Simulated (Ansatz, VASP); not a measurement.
# MgO: VASP beside Ansatz

```
Mg O
1.0
     3.00785    0.00000    0.00000
    -1.50392    2.60487    0.00000
     0.00000    0.00000   14.73511
Mg O
6 6
Cartesian
  0.0000 0.0000 0.0000
  0.0000 1.7366 2.4559
  1.5039 0.8683 4.9117
  0.0000 0.0000 7.3676
  1.5039 0.8683 9.8234
  0.0000 1.7366 12.2793
  1.5039 0.8683 1.2279
  0.0000 0.0000 3.6838
  0.0000 1.7366 6.1396
  0.0000 1.7366 8.5955
  0.0000 0.0000 11.0513
  1.5039 0.8683 13.5072
```

Alike in both runs: task relaxation of cell and atoms; functional PBE; k mesh 9 × 9 × 2; occupations gaussian, width 0.02 eV; no spin polarisation.

|  | VASP | Ansatz |
| --- | --- | --- |
| version | VASP 6.6.1 | Ansatz 0.2.0 |
| potentials or method | VASP PAW PBE potentials, release 64 (Mg, O), cutoff 600 eV | scalar-relativistic, plane waves, PAW |
| valence electrons in the cell | 48 | 96 |

Ansatz gave:

- gap on the k mesh at the Fermi level, each at its own relaxed structure (eV): 3.84
- relaxed volume (Å³/atom): 9.73
- relaxed cell length with the largest relative difference (Å): 2.992

Which values does VASP return?

gap on the k mesh at the Fermi level, each at its own relaxed structure (eV): 3.88; relaxed volume (Å³/atom): 9.66; relaxed cell length with the largest relative difference (Å): 2.985.

VASP's potentials hold 48 valence electrons a cell and Ansatz's 96, so a difference there can come from the potentials and not from the codes.
